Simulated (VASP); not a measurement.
# NaCuH3 (Pm-3m) in VASP: notebook, part 2 of 2

VASP 6.6.1. Earlier steps stand in the parts before.

## 4. Relaxation of cell and atoms, PBE

Contents of INCAR:

```
ALGO = Normal
EDIFF = 1E-6
EDIFFG = -0.01
ENCUT = 600
GGA = PE
IBRION = 2
ISIF = 3
ISMEAR = 0
LASPH = True
LCHARG = False
LREAL = False
LWAVE = False
NELM = 100
NSW = 100
PREC = Accurate
SIGMA = 0.1
```

Contents of KPOINTS:

```
k-points
0
Gamma
  10 10 10
```

Contents of POSCAR:

```
NaCuH3
1.0
    3.5062898148      0.0000000000      0.0000000000
    0.0000000000      3.5062898148      0.0000000000
    0.0000000000      0.0000000000      3.5062898148
Na Cu H
1 1 3
Direct
    0.5000000000      0.5000000000      0.5000000000
    0.0000000000      0.0000000000      0.0000000000
    0.5000000000      0.0000000000      0.0000000000
    0.0000000000      0.5000000000      0.0000000000
    0.0000000000      0.0000000000      0.5000000000
```

Potentials or basis: VASP PAW PBE potentials, release 64 (Na_pv, Cu, H).

The run is started by

```bash
$ cat potpaw_PBE.64/Na_pv/POTCAR potpaw_PBE.64/Cu/POTCAR potpaw_PBE.64/H/POTCAR > POTCAR
$ mpirun -np 1 vasp_std > vasp.out
```

OUTCAR:

```text
EDIFF = 1E-6
   EDIFFG = -0.01
   ENCUT = 600
   GGA = PE
   IBRION = 2
   ISIF = 3
   ISMEAR = 0
   LASPH = True
   LREAL = False
   NELM = 100
   NSW = 100
   PREC = Accurate

 ion  position               nearest neighbor table
   1  0.500  0.500  0.500-
   2  0.000  0.000  0.000-   3 1.75   4 1.75   5 1.75   5 1.75   4 1.75   3 1.75
   3  0.500  0.000  0.000-   2 1.75   2 1.75
   4  0.000  0.500  0.000-   2 1.75   2 1.75
   5  0.000  0.000  0.500-   2 1.75   2 1.75

  LATTYP: Found a simple cubic cell.
 ALAT       =     3.5062898148

  Lattice vectors:

 A1 = (   3.5062898148,   0.0000000000,   0.0000000000)
 A2 = (   0.0000000000,   3.5062898148,   0.0000000000)
 A3 = (   0.0000000000,   0.0000000000,   3.5062898148)

Analysis of symmetry for initial positions (statically):
=====================================================================
 Subroutine PRICEL returns:
 Original cell was already a primitive cell.

 Routine SETGRP: Setting up the symmetry group for a
 simple cubic supercell.

 Subroutine GETGRP returns: Found 48 space group operations
 (whereof 48 operations were pure point group operations)
 out of a pool of 48 trial point group operations.

The static configuration has the point symmetry O_h .

Analysis of symmetry for dynamics (positions and initial velocities):
=====================================================================
 Subroutine PRICEL returns:
 Original cell was already a primitive cell.

 Routine SETGRP: Setting up the symmetry group for a
 simple cubic supercell.

 Subroutine GETGRP returns: Found 48 space group operations
 (whereof 48 operations were pure point group operations)
 out of a pool of 48 trial point group operations.

The dynamic configuration has the point symmetry O_h .

 Subroutine INISYM returns: Found 48 space group operations
 (whereof 48 operations are pure point group operations),
 and found     1 'primitive' translations

----------------------------------------------------------------------------------------

                                     Primitive cell

  volume of cell :      43.1066

  direct lattice vectors                    reciprocal lattice vectors
     3.506289815  0.000000000  0.000000000     0.285201753  0.000000000  0.000000000
     0.000000000  3.506289815  0.000000000     0.000000000  0.285201753  0.000000000
     0.000000000  0.000000000  3.506289815     0.000000000  0.000000000  0.285201753

  length of vectors
     3.506289815  3.506289815  3.506289815     0.285201753  0.285201753  0.285201753

  position of ions in fractional coordinates (direct lattice)
     0.500000000  0.500000000  0.500000000
     0.000000000  0.000000000  0.000000000
     0.500000000  0.000000000  0.000000000
     0.000000000  0.500000000  0.000000000
     0.000000000  0.000000000  0.500000000

  ion indices of the primitive-cell ions
   primitive index   ion index
                 1           1
                 2           2
                 3           3
                 4           4
                 5           5

----------------------------------------------------------------------------------------

 KPOINTS: k-points

Automatic generation of k-mesh.
 Grid dimensions read from file:
[... 53 lines left out ...]
   NGX,Y,Z   is equivalent  to a cutoff of  13.28, 13.28, 13.28 a.u.
   NGXF,Y,Z  is equivalent  to a cutoff of  26.55, 26.55, 26.55 a.u.
 SYSTEM =  unknown system
   PREC   = accura    normal or accurate (medium, high low for compatibility)
   ISTART =      0    job   : 0-new  1-cont  2-samecut
   ICHARG =      2    charge: 1-file 2-atom 10-const
   ISPIN  =      1    spin polarized calculation?
   LNONCOLLINEAR =      F non collinear calculations
   LSORBIT =      F    spin-orbit coupling
   LASPH  =      T    aspherical Exc in radial PAW
   ENCUT  =  600.0 eV  44.10 Ry    6.64 a.u.   7.00  7.00  7.00*2*pi/ulx,y,z
   NELM   =    100;   NELMIN=  2; NELMDL= -5     # of ELM steps
   EDIFF  = 0.1E-05   stopping-criterion for ELM
   LREAL  =      F    real-space projection
   EDIFFG = -.1E-01   stopping-criterion for IOM
   NSW    =    100    number of steps for IOM
   IBRION =      2    ionic relax: 0-MD 1-quasi-New 2-CG
   NFREE  =      1    steps in history (QN), initial steepest desc. (CG)
   ISIF   =      3    stress and relaxation
   ISYM   =      2    0-nonsym 1-usesym 2-fastsym
   POTIM  = 0.5000    time-step for ionic-motion
   TEBEG  =    0.0;   TEEND  =   0.0 temperature during run
   PSTRESS=    0.0 pullay stress
   NELECT =      21.0000    total number of electrons
   NUPDOWN=      -1.0000    fix difference up-down
   EMIN   =  10.00;   EMAX   =-10.00  energy-range for DOS
   EFERMI =   0.00;   METHOD = LEGACY
   ISMEAR =     0;   SIGMA  =   0.10  broadening in eV -4-tet -1-fermi 0-gaus
   EFERMI_NEDOS =   21; number of points for ismear=-14 and -15
   IALGO  =     38    algorithm
   IMIX   =      4    mixing-type and parameters
     AMIX     =   0.40;   BMIX     =  1.00
     AMIX_MAG =   1.60;   BMIX_MAG =  1.00
  volume/ion in A,a.u.               =       8.62        58.18
  Fermi-wavevector in a.u.,A,eV,Ry     =   1.288151  2.434252 22.576597  1.659333
  Thomas-Fermi vector in A             =   2.420122
   LORBIT       =      0    0 simple, 1 ext, 2 COOP (PROOUT), +10 PAW based schemes
   GGA     = PE    functional components
   LHFCALC =     F    Hartree Fock is set to
   AEXX    =    0.0000 exact exchange contribution
   IVDW    =     0    specifies the selected vdW correction
   LEPSILON=     F    determine dielectric tensor
   LRPA    =     F    only Hartree local field effects (RPA)
 conjugate gradient relaxation of ions
 non-spin polarized calculation
 Gauss-broadening in eV      SIGMA  =   0.10
  energy-cutoff  :      600.00
  volume of cell :       43.11
 maximum number of plane-waves:      1472
   NGX = 15   NGY = 15   NGZ = 15

 number of electron      20.9999999 magnetization

 Free energy of the ion-electron system (eV)
  ---------------------------------------------------
  ext. energy  EPLUGINS =         0.00000000
  ---------------------------------------------------
  free energy    TOTEN  =       -15.32073506 eV

  energy without entropy =      -15.31805938  energy(sigma->0) =      -15.31939722

 E-fermi :   2.8789     XC(G=0):  -9.8336

 val. band max:        2.8182256600   @ k =   0.3000   0.2000   0.2000
 cond. band min:       2.9616004970   @ k =   0.4000   0.2000   0.2000
 fundamental gap:      0.1433748370
 Fermi energy:         2.8788603017

 k-point     1 :       0.0000    0.0000    0.0000
  band No.  band energies     occupation
      1     -20.7605      2.00000
      2     -20.7605      2.00000
      3     -20.7605      2.00000
      4      -6.2600      2.00000
      5      -2.4259      2.00000
      6      -2.4259      2.00000
      7      -0.2345      2.00000
      8      -0.2345      2.00000
      9      -0.2345      2.00000
     10       5.0293      0.00000
     11       5.0293      0.00000
     12       8.0248      0.00000
     13       8.0248      0.00000
     14       8.0248      0.00000
[... 377 lines left out ...]
      1     -20.7905      2.00000
      2     -20.7621      2.00000
      3     -20.7614      2.00000
      4      -5.1287      2.00000
      5      -2.2917      2.00000
      6      -2.2363      2.00000
      7      -0.3600      2.00000
      8      -0.3539      2.00000
      9      -0.2560      2.00000
     10       1.4190      2.00000
     11       4.3484      0.00000
     12       7.6147      0.00000
     13      10.0943      0.00000
     14      10.5705      0.00000

 [... further k-points ...]

------------------------ aborting loop because EDIFF is reached ----------------------------------------

  FORCE on cell =-STRESS in cart. coord.  units (eV):
  Direction    XX          YY          ZZ          XY          YZ          ZX
  --------------------------------------------------------------------------------------
  -------------------------------------------------------------------------------------
  Total        0.0210066      0.0210066      0.0210066     -0.0000000      0.0000000     -0.0000000
  in kB        0.7807686      0.7807686      0.7807686     -0.0000000      0.0000000     -0.0000000
  external PRESSURE =       0.7807686 kB  Pullay stress =       0.0000000 kB

 VOLUME and BASIS-vectors are now :
 -----------------------------------------------------------------------------
  energy-cutoff  :      600.00
  volume of cell :       43.11
      direct lattice vectors                 reciprocal lattice vectors
     3.506289815  0.000000000  0.000000000     0.285201753  0.000000000  0.000000000
     0.000000000  3.506289815  0.000000000     0.000000000  0.285201753  0.000000000
     0.000000000  0.000000000  3.506289815     0.000000000  0.000000000  0.285201753

 POSITION                                       TOTAL-FORCE (eV/Angst)
 -----------------------------------------------------------------------------------
      1.75314      1.75314      1.75314         0.000000      0.000000      0.000000
      0.00000      0.00000      0.00000         0.000000      0.000000      0.000000
      1.75314      0.00000      0.00000         0.000000      0.000000      0.000000
      0.00000      1.75314      0.00000         0.000000      0.000000      0.000000
      0.00000      0.00000      1.75314         0.000000      0.000000      0.000000
 -----------------------------------------------------------------------------------
    total drift:                                0.000000      0.000000      0.000000

  FREE ENERGIE OF THE ION-ELECTRON SYSTEM (eV)
  ---------------------------------------------------
  free  energy   TOTEN  =       -15.3207350551 eV

  energy  without entropy=      -15.3180593760  energy(sigma->0) =      -15.31939722

 reached required accuracy - stopping structural energy minimisation
```

OSZICAR:

```text
N       E                     dE             d eps       ncg     rms          rms(c)
DAV:   1     0.140105646200E+03    0.14011E+03   -0.11530E+04  1568   0.215E+03
DAV:   2    -0.108643722207E+02   -0.15097E+03   -0.14671E+03  1568   0.378E+02
DAV:   3    -0.179058332185E+02   -0.70415E+01   -0.69976E+01  2036   0.105E+02
DAV:   4    -0.180270605154E+02   -0.12123E+00   -0.12118E+00  1756   0.126E+01
DAV:   5    -0.180303511909E+02   -0.32907E-02   -0.32905E-02  2190   0.225E+00    0.127E+01
DAV:   6    -0.175784139234E+02    0.45194E+00   -0.37514E+01  1616   0.154E+02    0.904E+00
DAV:   7    -0.153781199658E+02    0.22003E+01   -0.76743E+00  1760   0.841E+01    0.132E+00
DAV:   8    -0.153723728575E+02    0.57471E-02   -0.99360E-01  2208   0.204E+01    0.173E+00
DAV:   9    -0.153225414197E+02    0.49831E-01   -0.29218E-01  1640   0.165E+01    0.357E-01
DAV:  10    -0.153209242339E+02    0.16172E-02   -0.19189E-02  2424   0.317E+00    0.117E-01
DAV:  11    -0.153207351430E+02    0.18909E-03   -0.11872E-03  2352   0.532E-01    0.152E-02
DAV:  12    -0.153207357536E+02   -0.61062E-06   -0.92437E-05  2416   0.180E-01    0.699E-03
DAV:  13    -0.153207350551E+02    0.69856E-06   -0.65817E-06  2124   0.549E-02
   1 F= -.15320735E+02 E0= -.15319397E+02  d E =-.153207E+02
```

It took 24 s on 1 thread of Intel Xeon 6975P-C, shared host; peak memory 0.19 GiB.

Results:

- Free energy: -15.3207 eV
- Pressure after relaxing: 0.1 GPa

Final structure:
```
Na Cu H
1.0
     3.50629    0.00000    0.00000
     0.00000    3.50629    0.00000
     0.00000    0.00000    3.50629
Na Cu H
1 1 3
Direct
  0.50000 0.50000 0.50000
  0.00000 0.00000 0.00000
  0.50000 0.00000 0.00000
  0.00000 0.50000 0.00000
  0.00000 0.00000 0.50000
```

Caveat: the relaxation stopped at its first step, so nothing moved.
